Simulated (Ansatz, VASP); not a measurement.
# One calculation of KI, two programs

```
K I
1.0
     0.00000    3.66553    3.52455
     3.52455    0.00000    3.52455
     3.52455    3.66553    0.00000
K I
1 1
Direct
  0.00000 0.00000 0.00000
  0.50000 0.50000 0.50000
```

Change from the starting cell: strain +0.0400 x Voigt [0, 1, 0, 0, 0, 0], atoms carried along.

Alike in both runs: task single point; functional PBE; k mesh 6 × 6 × 6; occupations gaussian, width 0.05 eV; no spin polarisation.

```csv
,VASP,Ansatz
version,VASP 6.6.1,Ansatz 0.2.0
potentials or method,"VASP PAW PBE potentials, release 64 (K_sv, I), cutoff 520 eV","scalar-relativistic, plane waves, PAW"
valence electrons in the cell,16,26
```

Ansatz gave:

| Quantity | Value |
| --- | --- |
| gap on the k mesh at the Fermi level (eV) | 3.89 |
| least direct gap on the mesh (eV) | 3.89 |
| pressure (GPa) | 0.2 |
| traceless stress, the component that is largest in VASP (GPa) | -0.54 |

Question: Which values does VASP return?

Answer: gap on the k mesh at the Fermi level (eV): 3.89; least direct gap on the mesh (eV): 3.89; pressure (GPa): 0.3; traceless stress, the component that is largest in VASP (GPa): -0.55.

VASP's potentials hold 16 valence electrons a cell and Ansatz's 26, so a difference there can come from the potentials and not from the codes.

Neither program's run includes spin-orbit coupling.
